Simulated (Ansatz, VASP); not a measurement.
## One calculation of Ag3Os, two programs

```
Ag Os
1.0
     2.80110    0.00000    0.00000
    -1.40055    2.42582    0.00000
     0.00000    0.00000    9.76124
Ag Os
3 1
Direct
  0.00000 0.00000 0.00000
  0.66667 0.33333 0.74707
  0.66667 0.33333 0.25293
  0.00000 0.00000 0.50000
```

Change from the starting cell: species swapped into the Mg3Zn type (P-6m2, No. 187).

Alike in both runs: functional PBE; k mesh 7 × 7 × 2; occupations gaussian, width 0.2 eV; no spin polarisation.

Ansatz relaxed the structure, and its values are those at the end. VASP's run is a single point on that final structure, the one shown.

|  | VASP | Ansatz |
| --- | --- | --- |
| version | VASP 6.6.1 | Ansatz 0.2.0 |
| potentials or method | VASP PAW PBE potentials, release 64 (Ag, Os), cutoff 520 eV | scalar-relativistic, plane waves, PAW |
| valence electrons in the cell | 41 | 73 |

```tsv
	VASP	Ansatz	Ansatz less VASP
gap on the k mesh at the Fermi level (eV)	none	none	-
pressure (GPa)	-0.4	-0.2	+0.27
rms of the force components (eV/Å)	0.005	0.005	-0.0003
```

A gap of «none» marks a metal or a gap that the smearing closes. The functional is the same, so the differences come from potentials, cutoffs and numerics. VASP's potentials hold 41 valence electrons a cell and Ansatz's 73, so a difference there can come from the potentials and not from the codes.

The k mesh is coarse, so the values compare programs but aren't converged. Neither program's run includes spin-orbit coupling.
